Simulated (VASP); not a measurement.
SrTiO:

```
CELL_PARAMETERS angstrom
3.66345 0.00000 0.00000
0.00000 3.66345 0.00000
0.00000 0.00000 3.73877
ATOMIC_POSITIONS crystal
Sr 0.50000 0.50000 0.00000
Ti 0.00000 0.00000 0.00000
O 0.50000 0.50000 0.50000
```

The cell was generated, and may not be a known phase.

* Program: VASP 6.6.1
* Task: relaxation of cell and atoms
* Functional: PBE
* Potentials or basis: VASP PAW PBE potentials, release 64 (Sr_sv, Ti_sv, O)
* Cutoff: 600 eV
* k mesh: 6 × 6 × 6
* Occupations: gaussian, width 0.1 eV
* Spin: collinear spin
* Starting moments: [0.0, 1.0, 0.0] μB

At the start: pressure 52.5 GPa; volume 16.73 Å³/atom.

Problem. Where does the relaxation end?

Solution. Over 9 steps the energy falls by 1540.7 meV/atom and the volume is 32.96 Å³/atom (+97.1 %); space group P4/mmm (No. 123, to 0.1 Å) before and after; moment 3.25 μB per cell.

The path:
```csv
step,energy change (eV),largest force (eV/Å),pressure (GPa),volume (Å³)
1,0.0000,0.0000,52.46,50.18
2,-2.6655,0.0000,-4.20,99.59
3,-3.6255,0.0000,3.78,75.11
4,-3.6260,0.0000,4.26,74.45
5,-4.2941,0.0000,3.01,84.77
6,-4.5424,0.0000,-0.26,103.98
7,-4.6191,0.0000,0.60,97.65
8,-4.6181,0.0000,-0.68,100.32
9,-4.6221,0.0000,-0.02,98.88
```

Final structure:
```
CELL_PARAMETERS angstrom
4.72381 0.00000 0.00000
0.00000 4.72381 0.00000
0.00000 0.00000 4.43101
ATOMIC_POSITIONS crystal
Sr 0.50000 0.50000 0.00000
Ti 0.00000 0.00000 0.00000
O 0.50000 0.50000 0.50000
```

Caveat: the volume moved by over 15 % at a fixed basis, so the end points are rough.
